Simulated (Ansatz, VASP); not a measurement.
**La2O3 in VASP and in Ansatz**

The input INCAR:

```
SYSTEM = La2O3
ALGO     = Normal         ! electronic algorithm
EDIFF    = 1E-6           ! SCF threshold, eV
EDIFFG   = -0.01          ! ionic threshold
ENCUT    = 600            ! plane-wave cutoff, eV
GGA      = PS             ! functional
IBRION   = 2              ! ionic algorithm
ISIF     = 3              ! what is computed and relaxed
ISMEAR   = -1             ! smearing method
LASPH    = .TRUE.         ! aspherical terms in the spheres
LCHARG   = .FALSE.        ! write CHGCAR
LREAL    = .FALSE.        ! projectors in reciprocal space
LWAVE    = .FALSE.        ! write WAVECAR
NELM     = 80             ! most SCF steps
NSW      = 80             ! ionic steps
PREC     = Accurate       ! precision mode
SIGMA    = 0.05           ! smearing width, eV
```

The input KPOINTS:

```
k-points
0
G
  6 6 4
  0 0 0
```

Contents of POSCAR:

```
La2O3
1.0
    3.9307778780      0.0000000000      0.0000000000
   -1.9653889390      3.4041534990      0.0000000000
    0.0000000000      0.0000000000      6.1119535200
La O
2 3
Direct
    0.3333333333      0.6666666667      0.2462356800
    0.6666666667      0.3333333333      0.7537643200
    0.0000000000      0.0000000000      0.0000000000
    0.3333333333      0.6666666667      0.6458906500
    0.6666666667      0.3333333333      0.3541093500
```

The input input.yaml:

```yaml
crystal:
  lattice:
    - [3.930777878, 0.0, 0.0]
    - [-1.965388939, 3.404153499, 0.0]
    - [0.0, 0.0, 6.11195352]
  atoms:
    - { symbol: La, position: [0.3333333333, 0.6666666667, 0.24623568] }
    - { symbol: La, position: [0.6666666667, 0.3333333333, 0.75376432] }
    - { symbol: O, position: [0.0, 0.0, 0.0] }
    - { symbol: O, position: [0.3333333333, 0.6666666667, 0.64589065] }
    - { symbol: O, position: [0.6666666667, 0.3333333333, 0.35410935] }
kpoints:
  mp_grid: { grid: [6, 6, 4] }
scf:
  occupations: { method: fermi_dirac, width: 0.05 }
hamiltonian:
  xc: pbesol
  pseudopotentials: { kind: all_electron, lapw: { basis_error: 0.002 } }
output:
  forces: true
  stress: true
relax:
  f_tol: 0.01
  max_steps: 60
  cell: {}
```

Alike in both runs: task relaxation of cell and atoms; functional PBEsol; k mesh 6 × 6 × 4; occupations fermi-dirac, width 0.05 eV; no spin polarisation.

|  | VASP | Ansatz |
| --- | --- | --- |
| version | VASP 6.6.1 | Ansatz 0.2.0 |
| potentials or method | VASP PAW PBE potentials, release 64 (La, O), cutoff 600 eV | all-electron LAPW, scalar-relativistic |

VASP gave:

```
relaxed volume (Å³/atom)                                                      : 15.93
relaxed length of the cell vector where the two differ most in proportion (Å) : 6.034
```

**Question.** What did Ansatz give for the same quantities?

**Answer.** Relaxed volume (Å³/atom): 15.97; relaxed length of the cell vector where the two differ most in proportion (Å): 6.041.

VASP's potentials were made for PBE, not for PBEsol. Ansatz ran all-electron here, and VASP with PAW potentials.

Neither program's run includes spin-orbit coupling. Noted on Ansatz's run: the k mesh is thin for a metal, which can move the energy by tens of meV per atom.
